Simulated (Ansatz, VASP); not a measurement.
## GaSb: VASP beside Ansatz

```
Ga Sb
1.0
    -2.55830    2.55830    1.58109
     2.55830   -2.55830    1.58109
     2.55830    2.55830   -1.58109
Ga Sb
1 1
Direct
  0.25000 0.75000 0.50000
  0.00000 0.00000 0.00000
```

Change from the starting cell: strain -0.0750 x Voigt [1, 1, 0, 0, 0, 0], atoms carried along.

Alike in both runs: task single point; functional PBE; k mesh 22 × 22 × 22; occupations gaussian, width 0.15 eV; no spin polarisation.

|  | VASP | Ansatz |
| --- | --- | --- |
| version | VASP 6.6.1 | Ansatz 0.2.0 |
| potentials or method | VASP PAW PBE potentials, release 64 (Ga_d, Sb), cutoff 520 eV | scalar-relativistic, plane waves, PAW |
| valence electrons in the cell | 18 | 28 |

```tsv
	VASP	Ansatz	Ansatz less VASP
gap on the k mesh at the Fermi level (eV)	none	none	-
pressure (GPa)	12.8	12.6	-0.15
traceless stress, the component that is largest in VASP (GPa)	-5.26	-5.20	+0.059
```

A gap of «none» marks a metal or a gap that the smearing closes. VASP's potentials hold 18 valence electrons a cell and Ansatz's 28, so a difference there can come from the potentials and not from the codes.

Spin-orbit coupling is off throughout.
